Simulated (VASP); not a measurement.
# Ca5Ta: single point with PBE

The system is Ca5Ta, a sheet with vacuum.

```xyz
6
Lattice="5.2421 0.0000 0.0000 0.0000 5.2421 0.0000 0.0000 0.0000 17.0000" Properties=species:S:1:pos:R:3 pbc="T T T"
Ca    0.0000    2.6210    9.8420
Ca    2.6210    0.0000    9.8420
Ca    0.0000    2.6210    7.1580
Ca    2.6210    0.0000    7.1580
Ca    0.0000    0.0000    8.5000
Ta    2.6210    2.6210    8.5000
```

The cell was built from a structure type or drawn by symmetry, and may not be a known phase.

```
Program                : VASP 6.6.1
Task                   : single point
Functional             : PBE
Potentials or basis    : VASP PAW PBE potentials, release 64 (Ca_sv, Ta_pv)
Cutoff                 : 520 eV
k mesh                 : 4 × 4 × 1
Occupations            : gaussian, width 0.1 eV
Spin                   : no spin polarisation
Dipole correction      : yes
Further INCAR settings : ALGO = Normal; EDIFF = 1e-07; NBANDS = 40
```

```
Largest force          : 3.737 eV/Å
Band gap on the k mesh : zero (an odd number of electrons rules out a gap without spin polarisation)
```

Forces in eV/Å, atoms in the order of the input:
```
Ca   0.000  0.000  3.737
Ca   0.000  0.000  3.737
Ca   0.000  0.000 -3.737
Ca   0.000  0.000 -3.737
Ca   0.000  0.000  0.000
Ta   0.000  0.000  0.000
```

Levels at points of the mesh, in eV from the Fermi level:
| k point | band 27 | band 28 | band 29 | band 30 | band 31 | band 32 | band 33 | band 34 | band 35 | band 36 |
| --- | --- | --- | --- | --- | --- | --- | --- | --- | --- | --- |
| (0.00, 0.00, 0.00) | -0.88 | -0.57 | -0.53 | 0.45 | 0.45 | 0.47 | 0.47 | 0.95 | 1.11 | 1.59 |
| (0.50, 0.00, 0.00) | -0.95 | -0.86 | -0.49 | -0.39 | -0.11 | 0.06 | 0.27 | 0.56 | 1.11 | 1.44 |
| (0.50, 0.50, 0.00) | -1.14 | -0.91 | -0.91 | -0.63 | -0.30 | -0.05 | 0.73 | 0.89 | 0.94 | 1.02 |

Run time: 94 s on 1 thread of AMD EPYC 9R45 96-Core Processor (Zen 5), with other jobs on the host, peak memory 0.46 GiB.

Caveat: spin-orbit coupling is left out, which moves the levels of the heavy elements.
